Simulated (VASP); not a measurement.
Crystal: GaAs.

```
As Ga
1.0
     0.00000    2.76914    2.76914
     2.76914    0.00000    2.76914
     2.76914    2.76914    0.00000
As Ga
1 1
Direct
  0.75000 0.75000 0.75000
  0.00000 0.00000 0.00000
```

Program: VASP 6.6.1. Alike in all runs: task single point; no spin polarisation; cell as given; k mesh 8 × 8 × 8; cutoff (eV) 520; smearing fermi-dirac 0.05 eV.

Order these runs on this cell by their band gap on the k mesh, lowest first.
A. level r2SCAN+D3(BJ); potentials or basis VASP PAW PBE potentials, release 64 (As, Ga_d)
B. level LDA; potentials or basis VASP PAW LDA potentials, release 64 (As, Ga_d)
C. level PBE+D3(BJ); potentials or basis VASP PAW PBE potentials, release 64 (As, Ga_d)

B (0.81 eV), C (1.00 eV), A (1.50 eV).

A k mesh can miss the band edges.
